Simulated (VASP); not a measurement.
Write the native input for VASP 6.6.1 that does the following.

* Task: single point
* Functional: LDA
* Potentials or basis: VASP PAW LDA potentials, release 64 (Ge_d)
* Cutoff: 520 eV
* k mesh: 7 × 7 × 7
* Occupations: fermi-dirac, width 0.1 eV
* Spin: no spin polarisation
* Dipole correction: no
* Further INCAR settings: ALGO = Normal; EDIFF = 1e-07; NBANDS = 66

The structure of Ge lies in POSCAR:

```
Ge
1.0
    5.2889643432      0.0000000000      0.0000000000
    0.0000000000      5.2889643432      0.0000000000
    0.0000000000      0.0000000000      5.2889643432
Ge
8
Direct
    0.0000000000      1.0000000000      0.0000000000
    0.5000000000      0.5000000000      0.5000000000
    0.2500000000      0.0000000000      0.5000000000
    0.7500000000      0.0000000000      0.5000000000
    0.5000000000      0.2500000000      0.0000000000
    0.5000000000      0.7500000000      1.0000000000
    1.0000000000      0.5000000000      0.2500000000
    0.0000000000      0.5000000000      0.7500000000
```

These files were run (other wordings do the same):

INCAR

```
  ALGO = Normal
  EDIFF = 1E-7
  ENCUT = 520
  GGA = CA
  ISIF = 2
  ISMEAR = -1
  LASPH = T
  LCHARG = F
  LREAL = F
  LWAVE = F
  NBANDS = 66
  NELM = 60
  PREC = Accurate
  SIGMA = 0.1
```

KPOINTS

```
k-points
0
Gamma
  7 7 7
```

Potentials or basis: VASP PAW LDA potentials, release 64 (Ge_d).

The run is started by

```console
$ cat potpaw_LDA.64/Ge_d/POTCAR > POTCAR
$ mpirun -np 1 vasp_std > vasp.out
```

Results of the run:

```
Pressure               : -0.4 GPa
Band gap on the k mesh : zero (band 56 reaches 7.73 eV, above the bottom of band 57 at 5.74 eV)
```

Run time: 95 s on 1 thread of Intel(R) Xeon(R) Platinum 8559C (Emerald Rapids), with other jobs on the host, peak memory 0.26 GiB.
